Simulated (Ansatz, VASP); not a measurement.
# Two plane-wave programs on Zn

INCAR

```
SYSTEM = Zn
PREC = Accurate
ENCUT = 520
EDIFF = 1E-7
ISMEAR = 0
SIGMA = 0.15
LREAL = .False.
LASPH = .True.
NELM = 100
ALGO = Fast
ISIF = 2
LWAVE = .False.
LCHARG = .False.
GGA = PS
NBANDS = 12
```

Contents of KPOINTS:

```
regular mesh
0
Gamma
  22 22 22
  0 0 0
```

POSCAR

```
Zn
1.0
   -1.0921308701      1.5154239332      1.5154239332
    1.5154239332     -1.0921308701      1.5154239332
    1.5154239332      1.5154239332     -1.0921308701
Zn
1
Direct
    0.0000000000      0.0000000000      0.0000000000
```

Input for Ansatz:

```yaml
crystal:
  lattice:
    - [-1.0921308701, 1.5154239332, 1.5154239332]
    - [1.5154239332, -1.0921308701, 1.5154239332]
    - [1.5154239332, 1.5154239332, -1.0921308701]
  atoms:
    - { symbol: Zn, position: [0.0, 0.0, 0.0] }
basis:
  ecutwfc: 520.0
kpoints:
  mp_grid: { grid: [22, 22, 22] }
hamiltonian:
  xc: pbesol
scf:
  occupations: { method: gaussian, width: 0.15 }
output:
  forces: true
  stress: true
  eigenvalues: true
```

Alike in both runs: task single point; functional PBEsol; k mesh 22 × 22 × 22; occupations gaussian, width 0.15 eV; no spin polarisation.

|  | VASP | Ansatz |
| --- | --- | --- |
| version | VASP 6.6.1 | Ansatz 0.2.0 |
| potentials or method | VASP PAW PBE potentials, release 64 (Zn), cutoff 520 eV | scalar-relativistic, plane waves, PAW |
| valence electrons in the cell | 12 | 12 |

VASP gave:

```
gap on the k mesh at the Fermi level (eV)                     : none
pressure (GPa)                                                : 21.9
traceless stress, the component that is largest in VASP (GPa) : -6.34
```

Estimate Ansatz's values.

gap on the k mesh at the Fermi level (eV): none; pressure (GPa): 21.1; traceless stress, the component that is largest in VASP (GPa): -6.25.

VASP's potentials were made for PBE, not for PBEsol. A gap of «none» marks a metal or a gap that the smearing closes.
